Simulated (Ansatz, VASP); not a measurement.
# P in VASP and in Ansatz

```xyz
2
Lattice="2.4247 0.0000 0.0000 0.0000 2.4385 0.0000 -0.0203 0.0000 4.8524" Properties=species:S:1:pos:R:3 pbc="T T T"
P    -0.0051    0.0000    1.2159
P    -0.0152    0.0000    3.6365
```

Alike in both runs: task single point; functional r2SCAN; k mesh 8 × 8 × 4; no spin polarisation.

```csv
,VASP,Ansatz
version,VASP 6.6.1,Ansatz 0.2.0
potentials or method,"VASP PAW PBE potentials, release 64 (P), cutoff 520 eV","plane waves, PAW"
occupations,"methfessel-paxton of order 1, width 0.05 eV","cold, width 0.05 eV"
valence electrons in the cell,10,10
```

|  | VASP | Ansatz | Ansatz less VASP |
| --- | --- | --- | --- |
| pressure (GPa) | 0.3 | 0.8 | +0.50 |
| traceless stress, the component that is largest in VASP (GPa) | 3.54 | 3.44 | -0.096 |
| rms of the force components (eV/Å) | 0.062 | 0.052 | -0.0099 |

VASP's potentials were made for PBE, not for r2SCAN. Atom by atom the forces differ by 0.010 eV/Å (rms over components).
